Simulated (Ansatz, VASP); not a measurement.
## Sn3Se: VASP beside Ansatz

```
CELL_PARAMETERS angstrom
4.74188 0.00000 0.00000
0.00000 4.74188 0.00000
0.00000 0.00000 4.74188
ATOMIC_POSITIONS crystal
Sn 0.00000 0.50000 0.50000
Sn 0.50000 0.00000 0.50000
Sn 0.50000 0.50000 0.00000
Se 0.00000 0.00000 0.00000
```

Alike in both runs: task relaxation of cell and atoms; functional PBE; k mesh 10 × 10 × 10; occupations gaussian, width 0.1 eV; no spin polarisation.

```csv
,VASP,Ansatz
version,VASP 6.6.1,Ansatz 0.2.0
potentials or method,"VASP PAW PBE potentials, release 64 (Sn_d, Se), cutoff 600 eV","scalar-relativistic, plane waves, PAW"
valence electrons in the cell,48,58
```

```csv
,VASP,Ansatz,Ansatz less VASP
"gap on the k mesh at the Fermi level, each at its own relaxed structure (eV)",none,none,-
relaxed volume (Å³/atom),26.84,26.84,0.000
relaxed cell length with the largest relative difference (Å),4.753,4.753,0.0000
```

A gap of «none» marks a metal or a gap that the smearing closes. VASP's potentials hold 48 valence electrons a cell and Ansatz's 58, so a difference there can come from the potentials and not from the codes.
